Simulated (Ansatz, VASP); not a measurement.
One calculation of Ir, two programs

Contents of INCAR:

```
SYSTEM = Ir
PREC = Accurate
ENCUT = 500
EDIFF = 1E-6
ISMEAR = -1
SIGMA = 0.05
LREAL = .False.
LASPH = .True.
NELM = 120
ALGO = Normal
ISIF = 2
LWAVE = .False.
LCHARG = .True.
GGA = PS
LELF = .True.
LVHAR = .True.
NBANDS = 10
GGA_COMPAT = .False.
```

File KPOINTS:

```
regular mesh
0
Gamma
  15 15 15
  0 0 0
```

Contents of POSCAR:

```
Ir
1.0
    0.0000000000      1.9449621075      1.9449621075
    1.9449621075      0.0000000000      1.9449621075
    1.9449621075      1.9449621075      0.0000000000
Ir
1
Direct
    0.0000000000      0.0000000000      0.0000000000
```

Input for Ansatz:

```yaml
crystal:
  lattice:
    - [0.0, 1.9449621075, 1.9449621075]
    - [1.9449621075, 0.0, 1.9449621075]
    - [1.9449621075, 1.9449621075, 0.0]
  atoms:
    - { symbol: Ir, position: [0.0, 0.0, 0.0] }
kpoints:
  mp_grid: { grid: [15, 15, 15] }
  band_path:
    path:
      - [0.0, 0.0, 0.0]
      - [0.5, 0.0, 0.5]
      - [0.625, 0.25, 0.625]
      - [0.375, 0.375, 0.75]
      - [0.0, 0.0, 0.0]
      - [0.5, 0.5, 0.5]
      - [0.5, 0.25, 0.75]
      - [0.5, 0.0, 0.5]
    npoints: 5
scf:
  occupations: { method: fermi_dirac, width: 0.05 }
hamiltonian:
  xc: pbesol
  pseudopotentials: { kind: all_electron, lapw: { basis_error: 0.0005 } }
output:
  forces: true
  stress: true
  eigenvalues: true
```

Change from the starting cell: volume scaled by 1.04.

Alike in both runs: task single point; functional PBEsol; k mesh 15 × 15 × 15; occupations fermi-dirac, width 0.05 eV; no spin polarisation.

|  | VASP | Ansatz |
| --- | --- | --- |
| version | VASP 6.6.1 | Ansatz 0.2.0 |
| potentials or method | VASP PAW PBE potentials, release 64 (Ir), cutoff 500 eV | all-electron LAPW, scalar-relativistic |

|  | VASP | Ansatz | Ansatz less VASP |
| --- | --- | --- | --- |
| pressure (GPa) | -15.4 | -16.0 | -0.68 |

VASP's potentials were made for PBE, not for PBEsol. Ansatz ran all-electron here, and VASP with PAW potentials.

Spin-orbit coupling is off throughout.
